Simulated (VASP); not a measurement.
A run of VASP 6.6.1 is set up as follows.

INCAR

```
PREC     = Accurate       # precision mode
ENCUT    = 520            # plane-wave cutoff, eV
EDIFF    = 1E-6           # SCF threshold, eV
ISMEAR   = 0              # smearing method
SIGMA    = 0.02           # smearing width, eV
LREAL    = False          # projectors in reciprocal space
LASPH    = True           # aspherical terms in the spheres
NELM     = 80             # most SCF steps
ALGO     = Normal         # electronic algorithm
ISIF     = 2              # what is computed and relaxed
LWAVE    = False          # write WAVECAR
LCHARG   = False          # write CHGCAR
GGA      = PE             # functional
IBRION   = 2              # ionic algorithm
NSW      = 60             # ionic steps
EDIFFG   = -0.002         # ionic threshold
```

File KPOINTS:

```
Automatic mesh
0
Gamma
  9 9 6
```

POSCAR

```
C
1.0
    2.5775315029      0.0000000000      0.0000000000
   -1.2887657514      2.2322077606      0.0000000000
    0.0000000000      0.0000000000      4.2430102239
C
4
Direct
    0.3333333333      0.6666666667     -0.0003552675
    0.6666666667      0.3333333333      0.4996447325
    0.3333333333      0.6666666667      0.3743552675
    0.6666666667      0.3333333333      0.8743552675
```

Potentials or basis: VASP PAW PBE potentials, release 64 (C).

Launch:

```console
$ cat potpaw_PBE.64/C/POTCAR > POTCAR
$ mpirun -np 1 vasp_std > vasp.out
```

(1) Predict the band gap on the k mesh.

(2) Predict the energy gained by relaxing.

## Answers

(1) 3.58 eV, indirect (least direct gap 4.73 eV).

(2) 0.0 meV/atom.

Caveat: the cell differs from its parent crystal (strained cell).
